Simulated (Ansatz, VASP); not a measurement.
KF in VASP and in Ansatz

```
K F
1.0
     0.00000    2.67350    2.67350
     2.67350    0.00000    2.67350
     2.67350    2.67350    0.00000
K F
1 1
Direct
  0.00000 0.00000 0.00000
  0.59351 0.40649 0.40649
```

Change from the starting cell: all F atoms moved -0.500 Å, as atom 2 along Cartesian [1 0 0].

Alike in both runs: task single point; functional r2SCAN; k mesh 8 × 8 × 8; occupations gaussian, width 0.05 eV; no spin polarisation.

|  | VASP | Ansatz |
| --- | --- | --- |
| version | VASP 6.6.1 | Ansatz 0.2.0 |
| potentials or method | VASP PAW PBE potentials, release 64 (K_sv, F), cutoff 520 eV | scalar-relativistic, plane waves, PAW |
| valence electrons in the cell | 16 | 16 |

Ansatz gave:

```
gap on the k mesh at the Fermi level (eV)                     : 6.70
least direct gap on the mesh (eV)                             : 6.78
pressure (GPa)                                                : 4.4
traceless stress, the component that is largest in VASP (GPa) : 10.84
rms of the force components (eV/Å)                            : 1.115
```

Question: What did VASP give for the same quantities?

Answer: gap on the k mesh at the Fermi level (eV): 6.70; least direct gap on the mesh (eV): 6.77; pressure (GPa): 4.6; traceless stress, the component that is largest in VASP (GPa): 11.43; rms of the force components (eV/Å): 1.175.

VASP's potentials were made for PBE, not for r2SCAN. Atom by atom the forces differ by 0.060 eV/Å (rms over components).
